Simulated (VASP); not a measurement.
Input of a VASP 6.6.1 run:

File INCAR:

```
SYSTEM = Pt
PREC     = Accurate       ! precision mode
ENCUT    = 520            ! plane-wave cutoff, eV
EDIFF    = 1E-7           ! SCF threshold, eV
ISMEAR   = 0              ! smearing method
SIGMA    = 0.15           ! smearing width, eV
LREAL    = .FALSE.        ! projectors in reciprocal space
LASPH    = .TRUE.         ! aspherical terms in the spheres
NELM     = 100            ! most SCF steps
ALGO     = Normal         ! electronic algorithm
ISIF     = 2              ! what is computed and relaxed
LWAVE    = .FALSE.        ! write WAVECAR
LCHARG   = .FALSE.        ! write CHGCAR
GGA      = PE             ! functional
NBANDS   = 11             ! bands
```

File KPOINTS:

```
Automatic mesh
0
G
  10 10 10
  0 0 0
```

File POSCAR:

```
Pt
1.0
    0.0000000000      1.8991630000      1.8991630000
    1.9579000000     -0.0587370000      1.9579000000
    1.9579000000      1.9579000000     -0.0587370000
Pt
1
Direct
    0.0000000000      0.0000000000      0.0000000000
```

Potentials or basis: VASP PAW PBE potentials, release 64 (Pt).

Launch:

```console
$ cat potpaw_PBE.64/Pt/POTCAR > POTCAR
$ mpirun -np 1 vasp_std > vasp.out
```

Question: Predict the pressure.

Answer: 12.3 GPa.

Question: Estimate the band gap on the k mesh.

Answer: Zero (band 5 reaches 11.96 eV, above the bottom of band 6 at 9.57 eV).

Stress tensor (GPa, compression positive):
```
10.14  0.00  0.00
 0.00 13.42  5.51
 0.00  5.51 13.42
```

Caveat: the cell differs from its parent crystal (strain -0.0600 x Voigt [0, 0, 0, 1, 0, 0]); spin-orbit coupling is left out, which moves the levels of the heavy elements.
